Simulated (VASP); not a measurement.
Input of a VASP 6.6.1 run:

File INCAR:

```
ALGO = Normal
EDIFF = 1E-7
ENCUT = 520
GGA = CA
ISIF = 2
ISMEAR = -1
LASPH = True
LCHARG = False
LREAL = False
LWAVE = False
NBANDS = 20
NELM = 100
PREC = Accurate
SIGMA = 0.05
```

The input KPOINTS:

```
k-points
0
Gamma
  10 10 10
```

The input POSCAR:

```
MoS2
1.0
    1.5960003060      0.9214512063      6.1554945136
   -1.5960003060      0.9214512063      6.1554945136
    0.0000000000     -1.8429024126      6.1554945136
Mo S
1 2
Direct
    0.0000000000      0.0000000000      0.0000000000
    0.2500000000      0.2500000000      0.2500000000
    0.7500000000      0.7500000000      0.7500000000
```

Potentials or basis: VASP PAW LDA potentials, release 64 (Mo_sv, S).

Command:

```bash
$ cat potpaw_LDA.64/Mo_sv/POTCAR potpaw_LDA.64/S/POTCAR > POTCAR
$ mpirun -np 1 vasp_std > vasp.out
```

Problem. Estimate the largest force.

Solution. 0.257 eV/Å.

Problem. What does it give for the band gap on the k mesh?

Solution. Zero (band 13 reaches 7.64 eV, above the bottom of band 14 at 7.02 eV).

Stress tensor (GPa, compression positive):
```
-4.12  0.00  0.00
 0.00 -4.12  0.00
 0.00  0.00  0.12
```
